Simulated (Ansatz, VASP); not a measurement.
## Two plane-wave programs on ZrPdSe4

INCAR

```
SYSTEM = ZrPdSe4
PREC     = Accurate       ! precision mode
ENCUT    = 600            ! plane-wave cutoff, eV
EDIFF    = 1E-6           ! SCF threshold, eV
ISMEAR   = 0              ! smearing method
SIGMA    = 0.1            ! smearing width, eV
LREAL    = .FALSE.        ! projectors in reciprocal space
LASPH    = .TRUE.         ! aspherical terms in the spheres
NELM     = 80             ! most SCF steps
ALGO     = Normal         ! electronic algorithm
ISIF     = 3              ! what is computed and relaxed
LWAVE    = .FALSE.        ! write WAVECAR
LCHARG   = .FALSE.        ! write CHGCAR
GGA      = PE             ! functional
IBRION   = 2              ! ionic algorithm
NSW      = 90             ! ionic steps
EDIFFG   = -0.04          ! ionic threshold
```

File KPOINTS:

```
regular mesh
0
G
  6 6 4
  0 0 0
```

Contents of POSCAR:

```
ZrPdSe4
1.0
    4.9288498767      0.0000000000      0.0000000000
   -2.4644249383      4.2685092046      0.0000000000
    0.0000000000      0.0000000000      5.6743585117
Zr Pd Se
1 1 4
Direct
    0.0000000000      0.0000000000      0.0000000000
    0.0000000000      0.0000000000      0.5000000000
    0.3333333333      0.6666666667      0.7683952145
    0.3333333333      0.6666666667      0.2316047855
    0.6666666667      0.3333333333      0.7683952145
    0.6666666667      0.3333333333      0.2316047855
```

Input for Ansatz:

```yaml
crystal:
  lattice:
    - [4.9288498767, 0.0, 0.0]
    - [-2.4644249383, 4.2685092046, 0.0]
    - [0.0, 0.0, 5.6743585117]
  atoms:
    - { symbol: Zr, position: [0.0, 0.0, 0.0] }
    - { symbol: Pd, position: [0.0, 0.0, 0.5] }
    - { symbol: Se, position: [0.3333333333, 0.6666666667, 0.7683952145] }
    - { symbol: Se, position: [0.3333333333, 0.6666666667, 0.2316047855] }
    - { symbol: Se, position: [0.6666666667, 0.3333333333, 0.7683952145] }
    - { symbol: Se, position: [0.6666666667, 0.3333333333, 0.2316047855] }
basis:
  ecutwfc: 420
kpoints:
  mp_grid: { grid: [6, 6, 4] }
hamiltonian:
  xc: pbe
scf:
  occupations: { method: gaussian, width: 0.1 }
  lower_state_search: "off"
output:
  forces: true
  stress: true
  eigenvalues: true
relax:
  adjacent_minimum: "off"
  f_tol: 0.04
  max_steps: 70
  cell: { stress_tol: 0.4 }
```

Change from the starting cell: species swapped into the TiNbB4 type (P6/mmm, No. 191).

Alike in both runs: task relaxation of cell and atoms; functional PBE; k mesh 6 × 6 × 4; occupations gaussian, width 0.1 eV; no spin polarisation.

|  | VASP | Ansatz |
| --- | --- | --- |
| version | VASP 6.6.1 | Ansatz 0.2.0 |
| potentials or method | VASP PAW PBE potentials, release 64 (Zr_sv, Pd, Se), cutoff 600 eV | scalar-relativistic, plane waves, PAW |
| valence electrons in the cell | 46 | 94 |

|  | VASP | Ansatz | Ansatz less VASP |
| --- | --- | --- | --- |
| gap on the k mesh at the Fermi level, each at its own relaxed structure (eV) | none | none | - |
| relaxed volume (Å³/atom) | 20.15 | 20.14 | -0.010 |
| relaxed cell length with the largest relative difference (Å) | 5.727 | 5.745 | +0.0185 |

A gap of «none» marks a metal or a gap that the smearing closes. VASP's potentials hold 46 valence electrons a cell and Ansatz's 94, so a difference there can come from the potentials and not from the codes.
